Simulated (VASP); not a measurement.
# Si3Sn (Pm-3n) in VASP: relaxation of cell and atoms with PBE

Aim: the relaxation of cell and atoms of Si3Sn with PBE.

Everything below comes from runs of VASP 6.6.1. Logs are shortened: lines on timing, memory, paths and dates and some standing lists are left out, and cuts for length are marked.

### 1 The cell of the first run

The structure is cubic, space group Pm-3n (No. 223). Conventional cell: a = 5.264 Å, b = 5.264 Å, c = 5.264 Å, α = 90.00°, β = 90.00°, γ = 90.00°. Within 3.5 Å of Si (site symmetry -4m2) lie 10 Si at 2.63 to 3.22 Å and 4 Sn at 2.94 Å. Within 3.9 Å of Sn (site symmetry m-3) lie 12 Si at 2.94 Å.

### 2 Relaxation of cell and atoms, PBE

File INCAR:

```
PREC = Accurate ; ENCUT = 500
EDIFF = 1E-7 ; ISMEAR = 0
SIGMA = 0.1 ; LREAL = F
LASPH = T ; NELM = 120
ALGO = Normal ; ISIF = 3
LWAVE = F ; LCHARG = F
GGA = PE ; IBRION = 2
NSW = 100 ; EDIFFG = -0.01
GGA_COMPAT = F ; NELMIN = 4
```

File KPOINTS:

```
Automatic mesh
0
Gamma
  8 8 8
```

File POSCAR:

```
Si3Sn
1.0
    5.2644655615      0.0000000000      0.0000000000
    0.0000000000      5.2644655615      0.0000000000
    0.0000000000      0.0000000000      5.2644655615
Si Sn
6 2
Direct
    0.0000000000      0.5000000000      0.2500000000
    0.0000000000      0.5000000000      0.7500000000
    0.2500000000      0.0000000000      0.5000000000
    0.7500000000      0.0000000000      0.5000000000
    0.5000000000      0.7500000000      0.0000000000
    0.5000000000      0.2500000000      0.0000000000
    0.0000000000      0.0000000000      0.0000000000
    0.5000000000      0.5000000000      0.5000000000
```

Potentials or basis: VASP PAW PBE potentials, release 64 (Si, Sn_d).

Started as:

```bash
$ cat potpaw_PBE.64/Si/POTCAR potpaw_PBE.64/Sn_d/POTCAR > POTCAR
$ mpirun -np 1 vasp_std > vasp.out
```

OUTCAR:

```text
PREC = Accurate
   ENCUT = 500
   EDIFF = 1E-7
   ISMEAR = 0
   LREAL = F
   LASPH = T
   NELM = 120
   ISIF = 3
   GGA = PE
   IBRION = 2
   NSW = 100
   EDIFFG = -0.01
   NELMIN = 4

 ion  position               nearest neighbor table
   1  0.000  0.500  0.250-   2 2.63   2 2.63   8 2.94   7 2.94   7 2.94   8 2.94
   2  0.000  0.500  0.750-   1 2.63   1 2.63   8 2.94   7 2.94   7 2.94   8 2.94
   3  0.250  0.000  0.500-   4 2.63   4 2.63   8 2.94   7 2.94   8 2.94   7 2.94
   4  0.750  0.000  0.500-   3 2.63   3 2.63   8 2.94   7 2.94   8 2.94   7 2.94
   5  0.500  0.750  0.000-   6 2.63   6 2.63   8 2.94   8 2.94   7 2.94   7 2.94
   6  0.500  0.250  0.000-   5 2.63   5 2.63   8 2.94   8 2.94   7 2.94   7 2.94
   7  0.000  0.000  0.000-   1 2.94   2 2.94   3 2.94   4 2.94   5 2.94   6 2.94   3 2.94   4 2.94
                             1 2.94   2 2.94   5 2.94   6 2.94
   8  0.500  0.500  0.500-   1 2.94   2 2.94   3 2.94   4 2.94   5 2.94   6 2.94   5 2.94   6 2.94
                             3 2.94   4 2.94   1 2.94   2 2.94

  LATTYP: Found a simple cubic cell.
 ALAT       =     5.2644655615

  Lattice vectors:

 A1 = (   5.2644655615,   0.0000000000,   0.0000000000)
 A2 = (   0.0000000000,   5.2644655615,   0.0000000000)
 A3 = (   0.0000000000,   0.0000000000,   5.2644655615)

Analysis of symmetry for initial positions (statically):
=====================================================================
 Subroutine PRICEL returns:
 Original cell was already a primitive cell.

 Routine SETGRP: Setting up the symmetry group for a
 simple cubic supercell.

 Subroutine GETGRP returns: Found 48 space group operations
 (whereof 24 operations were pure point group operations)
 out of a pool of 48 trial point group operations.

The static configuration has the point symmetry T_h .
 The point group associated with its full space group is O_h .

Analysis of symmetry for dynamics (positions and initial velocities):
=====================================================================
 Subroutine PRICEL returns:
 Original cell was already a primitive cell.

 Routine SETGRP: Setting up the symmetry group for a
 simple cubic supercell.

 Subroutine GETGRP returns: Found 48 space group operations
 (whereof 24 operations were pure point group operations)
 out of a pool of 48 trial point group operations.

The dynamic configuration has the point symmetry T_h .
 The point group associated with its full space group is O_h .

 Subroutine INISYM returns: Found 48 space group operations
 (whereof 24 operations are pure point group operations),
 and found     1 'primitive' translations

----------------------------------------------------------------------------------------

                                     Primitive cell

  volume of cell :     145.9025

  direct lattice vectors                    reciprocal lattice vectors
     5.264465561  0.000000000  0.000000000     0.189952805  0.000000000  0.000000000
     0.000000000  5.264465561  0.000000000     0.000000000  0.189952805  0.000000000
     0.000000000  0.000000000  5.264465561     0.000000000  0.000000000  0.189952805

  length of vectors
     5.264465561  5.264465561  5.264465561     0.189952805  0.189952805  0.189952805

  position of ions in fractional coordinates (direct lattice)
     0.000000000  0.500000000  0.250000000
     0.000000000  0.500000000  0.750000000
     0.250000000  0.000000000  0.500000000
     0.750000000  0.000000000  0.500000000
     0.500000000  0.750000000  0.000000000
     0.500000000  0.250000000  0.000000000
     0.000000000  0.000000000  0.000000000
     0.500000000  0.500000000  0.500000000

  ion indices of the primitive-cell ions
   primitive index   ion index
                 1           1
                 2           2
                 3           3
                 4           4
                 5           5
                 6           6
                 7           7
                 8           8

----------------------------------------------------------------------------------------

 KPOINTS: Automatic mesh

Automatic generation of k-mesh.
 Grid dimensions read from file:
 generate k-points for:    8    8    8

 Generating k-lattice:

  Cartesian coordinates                     Fractional coordinates (reciprocal lattice)
     0.023744101  0.000000000  0.000000000     0.125000000  0.000000000  0.000000000
     0.000000000  0.023744101  0.000000000     0.000000000  0.125000000  0.000000000
     0.000000000  0.000000000  0.023744101     0.000000000  0.000000000  0.125000000

  Length of vectors
     0.023744101  0.023744101  0.023744101

  Shift w.r.t. Gamma in fractional coordinates (k-lattice)
     0.000000000  0.000000000  0.000000000

 Subroutine IBZKPT returns following result:
 ===========================================

 Found     35 irreducible k-points:

 Following reciprocal coordinates:
            Coordinates               Weight
  0.000000  0.000000  0.000000      1.000000
  0.125000  0.000000  0.000000      6.000000
  0.250000  0.000000  0.000000      6.000000
  0.375000  0.000000  0.000000      6.000000
  0.500000  0.000000  0.000000      3.000000
  0.125000  0.125000  0.000000     12.000000
[... 16 lines left out ...]
  0.375000  0.375000  0.125000     24.000000
  0.500000  0.375000  0.125000     24.000000
 [... further k-points ...]
   k-points           NKPTS =     35   k-points in BZ     NKDIM =     35   number of bands    NBANDS=     31
   number of dos      NEDOS =    301   number of ions     NIONS =      8
   total plane-waves  NPLWV =  64000
   dimension x,y,z NGX =    40 NGY =   40 NGZ =   40
   dimension x,y,z NGXF=    80 NGYF=   80 NGZF=   80
   ions per type =               6   2
   NGX,Y,Z   is equivalent  to a cutoff of  12.63, 12.63, 12.63 a.u.
   NGXF,Y,Z  is equivalent  to a cutoff of  25.26, 25.26, 25.26 a.u.
 SYSTEM =  unknown system
   PREC   = accura    normal or accurate (medium, high low for compatibility)
   ISTART =      0    job   : 0-new  1-cont  2-samecut
   ICHARG =      2    charge: 1-file 2-atom 10-const
   ISPIN  =      1    spin polarized calculation?
   LNONCOLLINEAR =      F non collinear calculations
   LSORBIT =      F    spin-orbit coupling
   LASPH  =      T    aspherical Exc in radial PAW
   ENCUT  =  500.0 eV  36.75 Ry    6.06 a.u.   9.60  9.60  9.60*2*pi/ulx,y,z
   NELM   =    120;   NELMIN=  4; NELMDL= -5     # of ELM steps
   EDIFF  = 0.1E-06   stopping-criterion for ELM
   LREAL  =      F    real-space projection
   EDIFFG = -.1E-01   stopping-criterion for IOM
   NSW    =    100    number of steps for IOM
   IBRION =      2    ionic relax: 0-MD 1-quasi-New 2-CG
   NFREE  =      1    steps in history (QN), initial steepest desc. (CG)
   ISIF   =      3    stress and relaxation
   ISYM   =      2    0-nonsym 1-usesym 2-fastsym
   POTIM  = 0.5000    time-step for ionic-motion
   TEBEG  =    0.0;   TEEND  =   0.0 temperature during run
   PSTRESS=    0.0 pullay stress
   NELECT =      52.0000    total number of electrons
   NUPDOWN=      -1.0000    fix difference up-down
   EMIN   =  10.00;   EMAX   =-10.00  energy-range for DOS
   EFERMI =   0.00;   METHOD = LEGACY
   ISMEAR =     0;   SIGMA  =   0.10  broadening in eV -4-tet -1-fermi 0-gaus
   EFERMI_NEDOS =   21; number of points for ismear=-14 and -15
   IALGO  =     38    algorithm
   IMIX   =      4    mixing-type and parameters
     AMIX     =   0.40;   BMIX     =  1.00
     AMIX_MAG =   1.60;   BMIX_MAG =  1.00
  volume/ion in A,a.u.               =      18.24       123.07
  Fermi-wavevector in a.u.,A,eV,Ry     =   1.160704  2.193413 18.330243  1.347235
  Thomas-Fermi vector in A             =   2.297284
   LORBIT       =      0    0 simple, 1 ext, 2 COOP (PROOUT), +10 PAW based schemes
   GGA     = PE    functional components
   LHFCALC =     F    Hartree Fock is set to
   AEXX    =    0.0000 exact exchange contribution
   IVDW    =     0    specifies the selected vdW correction
   LEPSILON=     F    determine dielectric tensor
   LRPA    =     F    only Hartree local field effects (RPA)
 conjugate gradient relaxation of ions
 non-spin polarized calculation
 Gauss-broadening in eV      SIGMA  =   0.10
  energy-cutoff  :      500.00
  volume of cell :      145.90
 maximum number of plane-waves:      3755
 NGX is ok and might be reduce to    40
   NGX = 19   NGY = 19   NGZ = 19

--------------------------------------- Ionic step        1  -------------------------------------------

 number of electron      51.9999992 magnetization

 Free energy of the ion-electron system (eV)
  ---------------------------------------------------
  ext. energy  EPLUGINS =         0.00000000
  ---------------------------------------------------
  free energy    TOTEN  =       -34.78544776 eV

  energy without entropy =      -34.76297016  energy(sigma->0) =      -34.77420896

------------------------ aborting loop because EDIFF is reached ----------------------------------------

  FORCE on cell =-STRESS in cart. coord.  units (eV):
  Direction    XX          YY          ZZ          XY          YZ          ZX
  --------------------------------------------------------------------------------------
  -------------------------------------------------------------------------------------
  Total        2.0760709      2.0760709      2.0760709     -0.0000000      0.0000000      0.0000000
  in kB       22.7976399     22.7976399     22.7976399     -0.0000000      0.0000000      0.0000000
  external PRESSURE =      22.7976399 kB  Pullay stress =       0.0000000 kB
[... 69 lines left out ...]
  energy  without entropy=      -34.7926767811  energy(sigma->0) =      -34.80428994

--------------------------------------- Ionic step        3  -------------------------------------------

 number of electron      52.0000034 magnetization

 Free energy of the ion-electron system (eV)
  ---------------------------------------------------
  ext. energy  EPLUGINS =         0.00000000
  ---------------------------------------------------
  free energy    TOTEN  =       -34.81720021 eV

  energy without entropy =      -34.79413038  energy(sigma->0) =      -34.80566530

 E-fermi :   8.5685     XC(G=0): -10.6721

 val. band max:        8.5662946987   @ k =   0.5000   0.3750   0.1250
 cond. band min:       8.5790499066   @ k =   0.3750   0.3750   0.3750
 fundamental gap:      0.0127552079
 Fermi energy:         8.5684534541

 k-point     1 :       0.0000    0.0000    0.0000
  band No.  band energies     occupation
      1     -12.9407      2.00000
      2     -12.9407      2.00000
      3     -12.9299      2.00000
      4     -12.9299      2.00000
      5     -12.9253      2.00000
      6     -12.9253      2.00000
[... 805 lines left out ...]
     30      10.4997      0.00000
     31      10.8091      0.00000

 [... further k-points ...]

------------------------ aborting loop because EDIFF is reached ----------------------------------------

  FORCE on cell =-STRESS in cart. coord.  units (eV):
  Direction    XX          YY          ZZ          XY          YZ          ZX
  --------------------------------------------------------------------------------------
  -------------------------------------------------------------------------------------
  Total        0.0043711      0.0043711      0.0043711      0.0000000      0.0000000     -0.0000000
  in kB        0.0465374      0.0465374      0.0465374      0.0000000      0.0000000     -0.0000000
  external PRESSURE =       0.0465374 kB  Pullay stress =       0.0000000 kB
[... 23 lines left out ...]
  FREE ENERGIE OF THE ION-ELECTRON SYSTEM (eV)
  ---------------------------------------------------
  free  energy   TOTEN  =       -34.8172002095 eV

  energy  without entropy=      -34.7941303819  energy(sigma->0) =      -34.80566530

 reached required accuracy - stopping structural energy minimisation
```

It took 8.3 min on 1 thread of Oxide Virtual Turin-like, shared host; peak memory 0.29 GiB.

Results:

```yaml
Free_energy: -34.8172 eV
Relaxed_volume: 18.81 Å³/atom
Relaxed_cell: a = 5.319 Å, b = 5.319 Å, c = 5.319 Å, α = 90.00°, β = 90.00°, γ = 90.00°
Space_group_after_relaxing_to_0.1_Å: Pm-3n (No. 223)
Energy_gained_by_relaxing: 4.0 meV/atom
Ionic_steps: 3
Pressure_after_relaxing: 0.0 GPa
Band_gap_on_the_k_mesh: zero (bands 26 and 27 overlap by 2.23 eV)
```

Step by step:
```csv
step,energy change (eV),largest force (eV/Å),pressure (GPa),volume (Å³)
1,0.0000,0.0000,2.28,145.90
2,-0.0305,0.0000,-0.43,151.45
3,-0.0318,0.0000,0.00,150.49
```

Final structure:
```
CELL_PARAMETERS angstrom
5.31904 0.00000 0.00000
0.00000 5.31904 0.00000
0.00000 0.00000 5.31904
ATOMIC_POSITIONS crystal
Si 0.00000 0.50000 0.25000
Si 0.00000 0.50000 0.75000
Si 0.25000 0.00000 0.50000
Si 0.75000 0.00000 0.50000
Si 0.50000 0.75000 0.00000
Si 0.50000 0.25000 0.00000
Sn 0.00000 0.00000 0.00000
Sn 0.50000 0.50000 0.50000
```

Caveat: spin-orbit coupling is left out, which moves the levels of the heavy elements.
